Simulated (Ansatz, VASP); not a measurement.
**Two plane-wave programs on WSe2**

The input INCAR:

```
PREC = Accurate ; ENCUT = 600
EDIFF = 1E-6 ; ISMEAR = 0
SIGMA = 0.02 ; LREAL = F
LASPH = T ; NELM = 60
ALGO = Normal ; ISIF = 3
LWAVE = F ; LCHARG = F
GGA = PE ; IVDW = 12
IBRION = 2 ; NSW = 100
EDIFFG = -0.002
```

The input KPOINTS:

```
Automatic mesh
0
Gamma
  9 9 2
```

Contents of POSCAR:

```
WSe2
1.0
    3.2790490475      0.0000000000      0.0000000000
   -1.6395245237      2.8397397754      0.0000000000
    0.0000000000      0.0000000000     12.7900344843
W Se
2 4
Direct
    0.6666666667      0.3333333333      0.7500000000
    0.3333333333      0.6666666667      0.2500000000
    0.3333333333      0.6666666667      0.8816887242
    0.6666666667      0.3333333333      0.3816887242
    0.3333333333      0.6666666667      0.6183112758
    0.6666666667      0.3333333333      0.1183112758
```

Input for Ansatz:

```yaml
crystal:
  lattice:
    - [3.2790490475, 0.0, 0.0]
    - [-1.6395245237, 2.8397397754, 0.0]
    - [0.0, 0.0, 12.7900344843]
  atoms:
    - { symbol: W, position: [0.6666666667, 0.3333333333, 0.75] }
    - { symbol: W, position: [0.3333333333, 0.6666666667, 0.25] }
    - { symbol: Se, position: [0.3333333333, 0.6666666667, 0.8816887242] }
    - { symbol: Se, position: [0.6666666667, 0.3333333333, 0.3816887242] }
    - { symbol: Se, position: [0.3333333333, 0.6666666667, 0.6183112758] }
    - { symbol: Se, position: [0.6666666667, 0.3333333333, 0.1183112758] }
basis:
  ecutwfc: 420
kpoints:
  mp_grid: { grid: [9, 9, 2] }
hamiltonian:
  xc: pbe
  dispersion: d3bj
  pseudopotentials: { kind: paw, azcp: { folder: soft_1 } }
scf:
  occupations: { method: gaussian, width: 0.02 }
output:
  forces: true
  stress: true
  eigenvalues: true
relax:
  adjacent_minimum: "off"
  f_tol: 0.002
  max_steps: 80
  cell: { stress_tol: 0.02 }
```

Alike in both runs: task relaxation of cell and atoms; functional PBE; dispersion D3(BJ); k mesh 9 × 9 × 2; occupations gaussian, width 0.02 eV; no spin polarisation.

|  | VASP | Ansatz |
| --- | --- | --- |
| version | VASP 6.6.1 | Ansatz 0.2.0 |
| potentials or method | VASP PAW PBE potentials, release 64 (W_sv, Se), cutoff 600 eV | scalar-relativistic, plane waves, PAW |
| valence electrons in the cell | 52 | 92 |

|  | VASP | Ansatz | Ansatz less VASP |
| --- | --- | --- | --- |
| gap on the k mesh at the Fermi level, each at its own relaxed structure (eV) | 0.99 | 1.00 | +0.004 |
| relaxed volume (Å³/atom) | 19.89 | 19.85 | -0.039 |
| relaxed length of the cell vector where the two differ most in proportion (Å) | 12.800 | 12.790 | -0.0104 |

VASP's potentials hold 52 valence electrons a cell and Ansatz's 92, so a difference there can come from the potentials and not from the codes.

Neither program's run includes spin-orbit coupling.
